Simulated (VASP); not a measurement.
# Tl in VASP: a series of runs

Runs on Tl. Level: PBE. Tasks: single point.

All numbers are computed with VASP 6.6.1; they aren't measurements. Logs are shortened: lines on timing, memory, paths and dates and some standing lists are left out, and cuts for length are marked.

**1. The cell of the first run**

The structure is monoclinic, space group C2/m (No. 12). The conventional cell has a = 6.079 Å, b = 3.548 Å, c = 6.283 Å, α = 90.00°, β = 113.57°, γ = 90.00°. Tl (site symmetry m) has 12 Tl at 3.39 to 3.61 Å within 4.5 Å.

**2. Single point, PBE**

File INCAR:

```
ALGO     = Normal         # electronic algorithm
EDIFF    = 1E-6           # SCF threshold, eV
ENCUT    = 520            # plane-wave cutoff, eV
GGA      = PE             # functional
ISIF     = 2              # what is computed and relaxed
ISMEAR   = 0              # smearing method
LASPH    = True           # aspherical terms in the spheres
LCHARG   = False          # write CHGCAR
LREAL    = False          # projectors in reciprocal space
LWAVE    = False          # write WAVECAR
NBANDS   = 20             # bands
NELM     = 100            # most SCF steps
PREC     = Accurate       # precision mode
SIGMA    = 0.1            # smearing width, eV
```

File KPOINTS:

```
k-points
0
Gamma
  6 6 4
```

File POSCAR:

```
Tl
1.0
    3.0150633569     -1.7739438394     -0.3866114502
    3.0150633569      1.7739438394     -0.3866114502
   -2.8055380882      0.0000000000      6.1652414201
Tl
2
Direct
    0.9995367379      0.9995367379      0.7499119617
    0.0004632621      0.0004632621      0.2500880383
```

Potentials or basis: VASP PAW PBE potentials, release 64 (Tl_d).

Launch:

```console
$ cat potpaw_PBE.64/Tl_d/POTCAR > POTCAR
$ mpirun -np 1 vasp_std > vasp.out
```

OUTCAR:

```text
EDIFF = 1E-6
   ENCUT = 520
   GGA = PE
   ISIF = 2
   ISMEAR = 0
   LASPH = True
   LREAL = False
   NELM = 100
   PREC = Accurate

 ion  position               nearest neighbor table
   1  1.000  1.000  0.750-   2 3.39   2 3.39   2 3.61   2 3.61   2 3.61   2 3.61
   2  0.000  0.000  0.250-   1 3.39   1 3.39   1 3.61   1 3.61   1 3.61   1 3.61

  Warning from LATTYP: Got some problem with cell dimensions!
  Tried to take original basis but could not verify dimensions!
  LATTYP: Found a base centered monoclinic cell.
 ALAT       =     6.0794984857
 B/A-ratio  =     0.5835822950
 C/A-ratio  =     1.0334177259
 COS(beta)  =    -0.3999286141

  Lattice vectors:

 A1 = (  -3.0150633569,   1.7739438394,   0.3866114502)
 A2 = (  -3.0150633569,  -1.7739438394,   0.3866114502)
 A3 = (   3.2245886256,   0.0000000000,   5.3920185197)

Analysis of symmetry for initial positions (statically):
=====================================================================
 Subroutine PRICEL returns:
 Original cell was already a primitive cell.

 Routine SETGRP: Setting up the symmetry group for a
 base centered monoclinic supercell.

 Subroutine GETGRP returns: Found  4 space group operations
 (whereof  4 operations were pure point group operations)
 out of a pool of  4 trial point group operations.

The static configuration has the point symmetry C_2h.

Analysis of symmetry for dynamics (positions and initial velocities):
=====================================================================
 Subroutine PRICEL returns:
 Original cell was already a primitive cell.

 Routine SETGRP: Setting up the symmetry group for a
 base centered monoclinic supercell.

 Subroutine GETGRP returns: Found  4 space group operations
 (whereof  4 operations were pure point group operations)
 out of a pool of  4 trial point group operations.

The dynamic configuration has the point symmetry C_2h.

 Subroutine INISYM returns: Found  4 space group operations
 (whereof  4 operations are pure point group operations),
 and found     1 'primitive' translations

----------------------------------------------------------------------------------------

                                     Primitive cell

  volume of cell :      62.1020

  direct lattice vectors                    reciprocal lattice vectors
     3.015063357 -1.773943839 -0.386611450     0.176110101 -0.281857852  0.080140187
     3.015063357  1.773943839 -0.386611450     0.176110101  0.281857852  0.080140187
[... 77 lines left out ...]
   ISTART =      0    job   : 0-new  1-cont  2-samecut
   ICHARG =      2    charge: 1-file 2-atom 10-const
   ISPIN  =      1    spin polarized calculation?
   LNONCOLLINEAR =      F non collinear calculations
   LSORBIT =      F    spin-orbit coupling
   LASPH  =      T    aspherical Exc in radial PAW
   ENCUT  =  520.0 eV  38.22 Ry    6.18 a.u.   6.54  6.54 12.59*2*pi/ulx,y,z
   NELM   =    100;   NELMIN=  2; NELMDL= -5     # of ELM steps
   EDIFF  = 0.1E-05   stopping-criterion for ELM
   LREAL  =      F    real-space projection
   EDIFFG = 0.1E-04   stopping-criterion for IOM
   NSW    =      0    number of steps for IOM
   IBRION =     -1    ionic relax: 0-MD 1-quasi-New 2-CG
   NFREE  =      0    steps in history (QN), initial steepest desc. (CG)
   ISIF   =      2    stress and relaxation
   ISYM   =      2    0-nonsym 1-usesym 2-fastsym
   POTIM  = 0.5000    time-step for ionic-motion
   TEBEG  =    0.0;   TEEND  =   0.0 temperature during run
   PSTRESS=    0.0 pullay stress
   NELECT =      26.0000    total number of electrons
   NUPDOWN=      -1.0000    fix difference up-down
   EMIN   =  10.00;   EMAX   =-10.00  energy-range for DOS
   EFERMI =   0.00;   METHOD = LEGACY
   ISMEAR =     0;   SIGMA  =   0.10  broadening in eV -4-tet -1-fermi 0-gaus
   EFERMI_NEDOS =   21; number of points for ismear=-14 and -15
   IALGO  =     38    algorithm
   IMIX   =      4    mixing-type and parameters
     AMIX     =   0.40;   BMIX     =  1.00
     AMIX_MAG =   1.60;   BMIX_MAG =  1.00
  volume/ion in A,a.u.               =      31.05       209.54
  Fermi-wavevector in a.u.,A,eV,Ry     =   1.224703  2.314353 20.407338  1.499897
  Thomas-Fermi vector in A             =   2.359768
   LORBIT       =      0    0 simple, 1 ext, 2 COOP (PROOUT), +10 PAW based schemes
   GGA     = PE    functional components
   LHFCALC =     F    Hartree Fock is set to
   AEXX    =    0.0000 exact exchange contribution
   IVDW    =     0    specifies the selected vdW correction
   LEPSILON=     F    determine dielectric tensor
   LRPA    =     F    only Hartree local field effects (RPA)
 non-spin polarized calculation
 Gauss-broadening in eV      SIGMA  =   0.10
  energy-cutoff  :      520.00
  volume of cell :       62.10
 maximum number of plane-waves:      1692
 NGX is ok and might be reduce to    28

 number of electron      25.9999999 magnetization

 Free energy of the ion-electron system (eV)
  ---------------------------------------------------
  ext. energy  EPLUGINS =         0.00000000
  ---------------------------------------------------
  free energy    TOTEN  =        -4.43232115 eV

  energy without entropy =       -4.42504608  energy(sigma->0) =       -4.42868361

 E-fermi :   5.5689     XC(G=0):  -9.7846

 val. band max:        5.5383991222   @ k =  -0.3333   0.3333   0.0000
 cond. band min:       5.6103274588   @ k =  -0.1667   0.3333   0.2500
 fundamental gap:      0.0719283365
 Fermi energy:         5.5689489433

 k-point     1 :       0.0000    0.0000    0.0000
  band No.  band energies     occupation
      1      -5.9215      2.00000
      2      -5.8612      2.00000
      3      -5.7800      2.00000
      4      -5.7731      2.00000
      5      -5.7412      2.00000
      6      -5.6972      2.00000
[... 541 lines left out ...]
     19      15.8326      0.00000
     20      16.5037      0.00000

 [... further k-points ...]
[... 5 lines left out ...]
  --------------------------------------------------------------------------------------
  -------------------------------------------------------------------------------------
  Total       -0.0195677     -0.0522888      0.0091492      0.0000000      0.0000000     -0.0599000
  in kB       -0.5048307     -1.3490044      0.2360415      0.0000000      0.0000000     -1.5453679
  external PRESSURE =      -0.5392645 kB  Pullay stress =       0.0000000 kB

 VOLUME and BASIS-vectors are now :
 -----------------------------------------------------------------------------
  energy-cutoff  :      520.00
  volume of cell :       62.10
      direct lattice vectors                 reciprocal lattice vectors
     3.015063357 -1.773943839 -0.386611450     0.176110101 -0.281857852  0.080140187
     3.015063357  1.773943839 -0.386611450     0.176110101  0.281857852  0.080140187
    -2.805538088  0.000000000  6.165241420     0.022087110  0.000000000  0.172250550

 POSITION                                       TOTAL-FORCE (eV/Angst)
 -----------------------------------------------------------------------------------
      3.92343      0.00000      3.85052         0.000593      0.000000      0.000083
     -0.69884      0.00000      1.54149        -0.000593      0.000000     -0.000083
 -----------------------------------------------------------------------------------
    total drift:                                0.000000      0.000000     -0.000000

  FREE ENERGIE OF THE ION-ELECTRON SYSTEM (eV)
  ---------------------------------------------------
  free  energy   TOTEN  =        -4.4323211495 eV

  energy  without entropy=       -4.4250460766  energy(sigma->0) =       -4.42868361
```

stdout:

```text
POSCAR found type information on POSCAR Tl
 POSCAR found :  1 types and       2 ions
 scaLAPACK will be used
 LDA part: xc-table for (Slater+PW92), standard interpolation
 POSCAR, INCAR and KPOINTS ok, starting setup
 FFT: planning ... GRIDC
 FFT: planning ... GRID_SOFT
 FFT: planning ... GRID
 WAVECAR not read
 entering main loop
```

Wall time 37 s (1 thread of Intel Xeon Platinum 8259CL at 2.50GHz (Skylake/Cascade Lake), shared host); peak memory 0.21 GiB.

Results:

```yaml
Free_energy: -4.4323 eV
Pressure: -0.1 GPa
Band_gap_on_the_k_mesh: zero (band 13 reaches 8.57 eV, above the bottom of band 14 at 3.87 eV)
```

Stress tensor (GPa, compression positive):
```
-0.05  0.00 -0.15
 0.00 -0.13  0.00
-0.15  0.00  0.02
```

Caveat: spin-orbit coupling is left out, which moves the levels of the heavy elements.

**3. Single point, PBE**

This run uses another cell than the first one: it holds 3 atoms, not 2.

File INCAR:

```
SYSTEM = Tl
  PREC = Accurate
  ENCUT = 520
  EDIFF = 1E-7
  ISMEAR = 0
  SIGMA = 0.1
  LREAL = .FALSE.
  LASPH = .TRUE.
  NELM = 100
  ALGO = Normal
  ISIF = 2
  LWAVE = .FALSE.
  LCHARG = .FALSE.
  GGA = PE
  NBANDS = 26
```

File KPOINTS:

```
regular mesh
0
G
  15 15 15
  0 0 0
```

File POSCAR:

```
Tl
1.0
    1.8004924829      1.0395148197      8.3860599375
   -1.8004924829      1.0395148197      8.3860599375
    0.0000000000     -2.0790296393      8.3860599375
Tl
3
Direct
    0.0000000000      0.0000000000      0.0000000000
    0.2208773046      0.2208773046      0.2208773046
    0.7791226954      0.7791226954      0.7791226954
```

Potentials or basis: VASP PAW PBE potentials, release 64 (Tl_d).

Launch:

```console
$ cat potpaw_PBE.64/Tl_d/POTCAR > POTCAR
$ mpirun -np 1 vasp_std > vasp.out
```

OUTCAR:

```text
SYSTEM = Tl
   PREC = Accurate
   ENCUT = 520
   EDIFF = 1E-7
   ISMEAR = 0
   LREAL = .FALSE.
   LASPH = .TRUE.
   NELM = 100
   ISIF = 2
   GGA = PE

 ion  position               nearest neighbor table
   1  0.000  0.000  0.000-   3 3.51   2 3.51   3 3.51   3 3.51   2 3.51   2 3.51
   2  0.221  0.221  0.221-   3 3.43   3 3.43   3 3.43   1 3.51   1 3.51   1 3.51
   3  0.779  0.779  0.779-   2 3.43   2 3.43   2 3.43   1 3.51   1 3.51   1 3.51

  LATTYP: Found a trigonal (rhomboedric) cell.
 ALAT       =     8.6399285597
 COS(alpha) =     0.9131455014
[... 197 lines left out ...]
      6      -5.8319      2.00000
[... 685 lines left out ...]
     25      12.8236      0.00000
     26      13.7052      0.00000

 [... further k-points ...]
[... 5 lines left out ...]
  --------------------------------------------------------------------------------------
  -------------------------------------------------------------------------------------
  Total       -0.0277783     -0.0277783     -0.0114914      0.0000000     -0.0000000     -0.0000000
  in kB       -0.4725898     -0.4725898     -0.1955022      0.0000000     -0.0000000     -0.0000000
  external PRESSURE =      -0.3802273 kB  Pullay stress =       0.0000000 kB

 VOLUME and BASIS-vectors are now :
 -----------------------------------------------------------------------------
  energy-cutoff  :      520.00
  volume of cell :       94.17
      direct lattice vectors                 reciprocal lattice vectors
     1.800492483  1.039514820  8.386059938     0.277701798  0.160331208  0.039748504
    -1.800492483  1.039514820  8.386059938    -0.277701798  0.160331208  0.039748504
     0.000000000 -2.079029639  8.386059938     0.000000000 -0.320662416  0.039748504

 POSITION                                       TOTAL-FORCE (eV/Angst)
 -----------------------------------------------------------------------------------
      0.00000      0.00000      0.00000        -0.000000      0.000000      0.000000
      0.00000      0.00000      5.55687         0.000000      0.000000      0.002406
      0.00000      0.00000     19.60131         0.000000     -0.000000     -0.002406
 -----------------------------------------------------------------------------------
    total drift:                                0.000000      0.000000     -0.000000

  FREE ENERGIE OF THE ION-ELECTRON SYSTEM (eV)
  ---------------------------------------------------
  free  energy   TOTEN  =        -6.6523471723 eV

  energy  without entropy=       -6.6454921805  energy(sigma->0) =       -6.64891968
```

OSZICAR:

```text
N       E                     dE             d eps       ncg     rms          rms(c)
DAV:   1     0.206659826334E+03    0.20666E+03   -0.20448E+04 18072   0.137E+03
DAV:   2    -0.220946542965E+01   -0.20887E+03   -0.20581E+03 18938   0.309E+02
DAV:   3    -0.668193525793E+01   -0.44725E+01   -0.44381E+01 20386   0.387E+01
DAV:   4    -0.671566733575E+01   -0.33732E-01   -0.33709E-01 19532   0.346E+00
DAV:   5    -0.671616357627E+01   -0.49624E-03   -0.49623E-03 19650   0.447E-01    0.285E+00
DAV:   6    -0.666166026984E+01    0.54503E-01   -0.10820E-01 18824   0.220E+00    0.205E+00
DAV:   7    -0.665304161535E+01    0.86187E-02   -0.51154E-02 18654   0.150E+00    0.723E-01
DAV:   8    -0.665232610011E+01    0.71552E-03   -0.43609E-03 18492   0.438E-01    0.410E-02
DAV:   9    -0.665233617479E+01   -0.10075E-04   -0.39883E-05 20380   0.485E-02    0.147E-02
DAV:  10    -0.665234685781E+01   -0.10683E-04   -0.11572E-05 18630   0.243E-02    0.489E-03
DAV:  11    -0.665234711911E+01   -0.26131E-06   -0.51216E-07 19634   0.615E-03    0.690E-04
DAV:  12    -0.665234717230E+01   -0.53185E-07   -0.53713E-08  9840   0.191E-03
   1 F= -.66523472E+01 E0= -.66489197E+01  d E =-.685499E-02
```

stdout:

```text
POSCAR found type information on POSCAR Tl
 POSCAR found :  1 types and       3 ions
 scaLAPACK will be used
 LDA part: xc-table for (Slater+PW92), standard interpolation
 POSCAR, INCAR and KPOINTS ok, starting setup
 FFT: planning ... GRIDC
 FFT: planning ... GRID_SOFT
 FFT: planning ... GRID
 WAVECAR not read
 entering main loop
```

Run time: 25 min. Hardware: 1 thread of Intel Xeon Platinum 8488C (Sapphire Rapids), shared host; peak memory 0.98 GiB.

What came out:

```
Free energy : -6.6523 eV
Pressure    : 0.0 GPa
```

Forces on the atoms (eV/Å):
```
Tl   0.000  0.000  0.000
Tl   0.000  0.000  0.002
Tl   0.000  0.000 -0.002
```

Caveat: spin-orbit coupling is left out, which moves the levels of the heavy elements.
